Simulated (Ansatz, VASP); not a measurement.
## LiF in VASP and in Ansatz

File POSCAR:

```
LiF
1.0
    0.0000000000      1.8528800000      1.9334400000
    1.8528800000      0.0000000000      1.9334400000
    1.8528800000      1.8528800000      0.0000000000
Li F
1 1
Direct
    0.0000000000      0.0000000000      0.0000000000
    0.5000000000      0.5000000000      0.5000000000
```

The input INCAR.step1:

```
SYSTEM = LiF
PREC     = Accurate       ! precision mode
ENCUT    = 520            ! plane-wave cutoff, eV
ISMEAR   = 0              ! smearing method
SIGMA    = 0.05           ! smearing width, eV
LREAL    = .FALSE.        ! projectors in reciprocal space
LASPH    = .TRUE.         ! aspherical terms in the spheres
NELM     = 80             ! most SCF steps
NBANDS   = 12             ! bands
GGA      = PE             ! functional
ALGO     = Normal         ! electronic algorithm
EDIFF    = 1E-4           ! SCF threshold, eV
LWAVE    = .TRUE.         ! write WAVECAR
LCHARG   = .FALSE.        ! write CHGCAR
```

The input INCAR.step2:

```
SYSTEM = LiF
PREC     = Accurate       ! precision mode
ENCUT    = 520            ! plane-wave cutoff, eV
EDIFF    = 1E-6           ! SCF threshold, eV
ISMEAR   = 0              ! smearing method
SIGMA    = 0.05           ! smearing width, eV
LREAL    = .FALSE.        ! projectors in reciprocal space
LASPH    = .TRUE.         ! aspherical terms in the spheres
NELM     = 80             ! most SCF steps
ALGO     = Normal         ! electronic algorithm
ISIF     = 2              ! what is computed and relaxed
LWAVE    = .FALSE.        ! write WAVECAR
LCHARG   = .FALSE.        ! write CHGCAR
METAGGA  = R2SCAN         ! meta-GGA
LMIXTAU  = .TRUE.       
NBANDS   = 12             ! bands
ISTART   = 1
```

The input KPOINTS:

```
Automatic mesh
0
G
  10 10 10
  0 0 0
```

Input for Ansatz:

```yaml
crystal:
  lattice:
    - [0.0, 1.85288, 1.93344]
    - [1.85288, 0.0, 1.93344]
    - [1.85288, 1.85288, 0.0]
  atoms:
    - { symbol: Li, position: [0.0, 0.0, 0.0] }
    - { symbol: F, position: [0.5, 0.5, 0.5] }
basis:
  ecutwfc: 500
kpoints:
  mp_grid: { grid: [10, 10, 10] }
hamiltonian:
  xc: r2scan
scf:
  occupations: { method: gaussian, width: 0.05 }
output:
  forces: true
  stress: true
  eigenvalues: true
```

Change from the starting cell: strain -0.080 along x and y, -0.040 along z, atoms carried along.

Alike in both runs: task single point; functional r2SCAN; k mesh 10 × 10 × 10; occupations gaussian, width 0.05 eV; no spin polarisation.

|  | VASP | Ansatz |
| --- | --- | --- |
| version | VASP 6.6.1 | Ansatz 0.2.0 |
| potentials or method | VASP PAW PBE potentials, release 64 (Li_sv, F), cutoff 520 eV | scalar-relativistic, plane waves, PAW |
| valence electrons in the cell | 10 | 10 |

Ansatz gave:

* gap on the k mesh at the Fermi level (eV): 12.18
* least direct gap on the mesh (eV): 12.18

Problem. Which values does VASP return?

Solution. gap on the k mesh at the Fermi level (eV): 12.31; least direct gap on the mesh (eV): 12.31.

VASP's potentials were made for PBE, not for r2SCAN.

Noted on VASP's run: the cutoff is short for stress, so the pressure is rough.
